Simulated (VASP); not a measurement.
A run of VASP 6.6.1 is set up as follows.

File INCAR:

```
  ALGO = Normal
  EDIFF = 1E-6
  EDIFFG = -0.005
  ENCUT = 600
  GGA = PE
  IBRION = 2
  ISIF = 3
  ISMEAR = 0
  LASPH = T
  LCHARG = F
  LREAL = F
  LWAVE = F
  NELM = 100
  NSW = 100
  PREC = Accurate
  SIGMA = 0.02
```

The input KPOINTS:

```
k-points
0
Gamma
  6 6 6
```

Contents of POSCAR:

```
BaTiO3
1.0
    2.8482561214      1.6444414384      2.3355603327
   -2.8482561214      1.6444414384      2.3355603327
    0.0000000000     -3.2888828769      2.3355603327
Ba Ti O
1 1 3
Direct
    0.0001460400      0.0001460400      0.0001460400
    0.5133377100      0.5133377100      0.5133377100
    0.4889503100      0.9797166300      0.4889503100
    0.4889503100      0.4889503100      0.9797166300
    0.9797166300      0.4889503100      0.4889503100
```

Potentials or basis: VASP PAW PBE potentials, release 64 (Ba_sv, Ti_sv, O).

Run with:

```console
$ cat potpaw_PBE.64/Ba_sv/POTCAR potpaw_PBE.64/Ti_sv/POTCAR potpaw_PBE.64/O/POTCAR > POTCAR
$ mpirun -np 1 vasp_std > vasp.out
```

**Question.** Predict the relaxed volume.

**Answer.** 13.52 Å³/atom.

**Question.** Predict the space group after relaxing (to 0.05 Å).

**Answer.** R3m (No. 160).

The path:
| step | energy change (eV) | largest force (eV/Å) | pressure (GPa) | volume (Å³) |
| --- | --- | --- | --- | --- |
| 1 | 0.0000 | 0.0592 | 2.89 | 65.64 |
| 2 | -0.0030 | 0.3685 | -2.38 | 67.91 |
| 3 | -0.0109 | 0.2286 | -0.04 | 66.85 |
| 4 | -0.0148 | 0.1570 | -0.01 | 67.08 |
| 5 | -0.0176 | 0.0780 | 0.17 | 67.48 |
| 6 | -0.0181 | 0.0577 | -0.31 | 67.74 |
| 7 | -0.0181 | 0.0573 | -0.30 | 67.74 |
| 8 | -0.0185 | 0.0340 | -0.01 | 67.65 |
| 9 | -0.0185 | 0.0389 | 0.03 | 67.63 |
| 10 | -0.0186 | 0.0099 | -0.05 | 67.64 |
| 11 | -0.0186 | 0.0066 | -0.05 | 67.64 |
| 12 | -0.0186 | 0.0062 | 0.03 | 67.60 |
| 13 | -0.0186 | 0.0064 | 0.01 | 67.61 |
| 14 | -0.0186 | 0.0038 | 0.00 | 67.61 |
